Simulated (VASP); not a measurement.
Here is a VASP 6.6.1 calculation.

Contents of INCAR:

```
SYSTEM = Si
PREC = Accurate ; ENCUT = 500
EDIFF = 1E-6 ; ISMEAR = -1
SIGMA = 0.05 ; LREAL = .FALSE.
LASPH = .TRUE. ; NELM = 120
ALGO = Normal ; ISIF = 2
LWAVE = .FALSE. ; LCHARG = .FALSE.
GGA = CA ; NBANDS = 8
GGA_COMPAT = .FALSE.
```

The input KPOINTS:

```
regular mesh
0
G
  10 10 10
  0 0 0
```

Contents of POSCAR:

```
Si
1.0
    2.5042936946      0.0000000000      0.0000000000
    0.0000000000      2.5042936946      0.0000000000
    0.0000000000      0.0000000000      2.5042936946
Si
1
Direct
    0.0000000000      0.0000000000      0.0000000000
```

Potentials or basis: VASP PAW LDA potentials, release 64 (Si).

Run with:

```console
$ cat potpaw_LDA.64/Si/POTCAR > POTCAR
$ mpirun -np 1 vasp_std > vasp.out
```

(1) What does it give for the pressure?

(2) What does it give for the band gap on the k mesh?

## Answers

(1) 0.1 GPa.

(2) zero (band 2 reaches 16.09 eV, above the bottom of band 3 at 5.67 eV).
